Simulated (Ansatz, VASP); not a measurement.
Two plane-wave programs on CsH5

Contents of INCAR:

```
  PREC = Accurate
  ENCUT = 600
  EDIFF = 1E-7
  ISMEAR = 0
  SIGMA = 0.1
  LREAL = False
  LASPH = True
  NELM = 100
  ALGO = Normal
  ISIF = 3
  LWAVE = False
  LCHARG = False
  GGA = PE
  IBRION = 2
  NSW = 90
  EDIFFG = -0.04
```

KPOINTS

```
regular mesh
0
Gamma
  6 6 4
```

File POSCAR:

```
CsH5
1.0
    3.9577432400      0.0000000000      0.0000000000
   -1.9788716200      3.4275061900      0.0000000000
    0.0000000000      0.0000000000      5.5335843500
Cs H
1 5
Direct
    0.0000000000      0.0000000000      0.0000000000
    0.5000000000      0.0000000000      0.0000000000
    0.0000000000      0.5000000000      0.0000000000
    0.5000000000      0.5000000000      0.0000000000
    0.0000000000      0.0000000000      0.3726795000
    0.0000000000      0.0000000000      0.6273205000
```

Input for Ansatz:

```yaml
crystal:
  lattice:
    - [3.95774324, 0.0, 0.0]
    - [-1.97887162, 3.42750619, 0.0]
    - [0.0, 0.0, 5.53358435]
  atoms:
    - { symbol: Cs, position: [0.0, 0.0, 0.0] }
    - { symbol: H, position: [0.5, 0.0, 0.0] }
    - { symbol: H, position: [0.0, 0.5, 0.0] }
    - { symbol: H, position: [0.5, 0.5, 0.0] }
    - { symbol: H, position: [0.0, 0.0, 0.3726795] }
    - { symbol: H, position: [0.0, 0.0, 0.6273205] }
basis:
  ecutwfc: 420
kpoints:
  mp_grid: { grid: [6, 6, 4] }
hamiltonian:
  xc: pbe
scf:
  occupations: { method: gaussian, width: 0.1 }
  lower_state_search: "off"
output:
  forces: true
  stress: true
  eigenvalues: true
relax:
  adjacent_minimum: "off"
  f_tol: 0.04
  max_steps: 70
  cell: { stress_tol: 0.4 }
```

Alike in both runs: task relaxation of cell and atoms; functional PBE; k mesh 6 × 6 × 4; occupations gaussian, width 0.1 eV; no spin polarisation.

|  | VASP | Ansatz |
| --- | --- | --- |
| version | VASP 6.6.1 | Ansatz 0.2.0 |
| potentials or method | VASP PAW PBE potentials, release 64 (Cs_sv, H), cutoff 600 eV | scalar-relativistic, plane waves, PAW |
| valence electrons in the cell | 14 | 14 |

```tsv
	VASP	Ansatz	Ansatz less VASP
gap on the k mesh at the Fermi level, each at its own relaxed structure (eV)	none	none	-
relaxed volume (Å³/atom)	29.78	33.48	+3.699
relaxed cell length with the largest relative difference (Å)	7.146	7.787	+0.6411
```

A gap of «none» marks a metal or a gap that the smearing closes. One of these differences is far larger than is usual between the two programs; its cause wasn't traced.

Neither program's run includes spin-orbit coupling. Noted on VASP's run: the volume moved by over 15 % at a fixed basis, so the end points are rough.
